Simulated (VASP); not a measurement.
Input of a VASP 6.6.1 run:

Contents of INCAR:

```
ALGO = Normal ; EDIFF = 1E-6
ENCUT = 600 ; GGA_COMPAT = False
ISIF = 2 ; ISMEAR = 1
LASPH = True ; LCHARG = True
LELF = True ; LREAL = False
LVHAR = True ; LWAVE = False
NBANDS = 70 ; NELM = 120
PREC = Accurate ; SIGMA = 0.1
```

File KPOINTS:

```
k-points
0
Gamma
  4 4 4
```

The input POSCAR:

```
SiNi
1.0
    0.0000000000      3.3970617458      5.5985038682
    5.1384089322      0.0000000000      5.5985038682
    5.1384089322      3.3970617458      0.0000000000
Si Ni
8 8
Direct
    0.2574661386      0.3283717858      0.4925338614
    0.7574661386      0.8283717858      0.9925338614
    0.2425338614      0.1716282142      0.0074661386
    0.7425338614      0.6716282142      0.5074661386
    0.1716282142      0.7425338614      0.5783717858
    0.6716282142      0.2425338614      0.0783717858
    0.3283717858      0.7574661386      0.9216282142
    0.8283717858      0.2574661386      0.4216282142
    0.2150833354      0.4734900663      0.0349166646
    0.7150833354      0.9734900663      0.5349166646
    0.2849166646      0.0265099337      0.4650833354
    0.7849166646      0.5265099337      0.9650833354
    0.0265099337      0.7849166646      0.2234900663
    0.5265099337      0.2849166646      0.7234900663
    0.4734900663      0.7150833354      0.2765099337
    0.9734900663      0.2150833354      0.7765099337
```

Potentials or basis: VASP PAW LDA potentials, release 64 (Si, Ni).

Launch:

```sh
$ cat potpaw_LDA.64/Si/POTCAR potpaw_LDA.64/Ni/POTCAR > POTCAR
$ mpirun -np 1 vasp_std > vasp.out
```

Task: Predict the band gap on the k mesh.

Result: Zero (bands 56 and 57 overlap by 0.45 eV).

Task: What does it give for the largest force?

Result: 0.143 eV/Å.

Task: Estimate the pressure.

Result: -10.3 GPa.

Stress tensor (GPa, compression positive):
```
-10.20   0.00   0.00
  0.00 -10.54   0.00
  0.00   0.00 -10.16
```

Caveat: the cell stands under tension. Spin polarisation is off, so any magnetic state and its effect on volume and gap are missing.
